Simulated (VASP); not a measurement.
Set up this calculation in VASP 6.6.1, as the native input.

```
Task                   : single point
Functional             : PBE
Potentials or basis    : VASP PAW PBE potentials, release 64 (Ru_pv)
Cutoff                 : 520 eV
k mesh                 : 19 × 19 × 19
Occupations            : fermi-dirac, width 0.05 eV
Spin                   : non-collinear spin, zero start, spin-orbit coupling
Starting moments       : [[0.0, 0.0, 0.0]] μB
Dipole correction      : no
Further INCAR settings : ALGO = Normal; EDIFF = 1e-07; NBANDS = 25
```

The structure of Ru lies in POSCAR:

```
Ru
1.0
   -1.5270137142      1.5270137142      1.5270137142
    1.5270137142     -1.5270137142      1.5270137142
    1.5270137142      1.5270137142     -1.5270137142
Ru
1
Direct
    0.0000000000      0.0000000000      0.0000000000
```

One way to write it, as run:

INCAR

```
PREC = Accurate ; ENCUT = 520
EDIFF = 1E-7 ; ISMEAR = -1
SIGMA = 0.05 ; LREAL = False
LASPH = True ; NELM = 150
ALGO = Normal ; ISIF = 2
LWAVE = False ; LCHARG = False
MAGMOM = 0 0 0 ; LORBIT = 11
LSORBIT = True ; GGA_COMPAT = False
LORBMOM = True ; LMAXMIX = 4
GGA = PE ; NBANDS = 25
```

KPOINTS

```
Automatic mesh
0
Gamma
  19 19 19
```

Potentials or basis: VASP PAW PBE potentials, release 64 (Ru_pv).

Command:

```bash
$ cat potpaw_PBE.64/Ru_pv/POTCAR > POTCAR
$ mpirun -np 1 vasp_ncl > vasp.out
```

Results of the run:

The pressure is 0.1 GPa, the net moment is 0.00 μB per cell and the valence electrons inside the program's atomic spheres are Ru 12.59.

Run time: 52 s on 1 thread of Intel(R) Xeon(R) 6975P-C (Granite Rapids), on a shared host, peak memory 0.24 GiB.
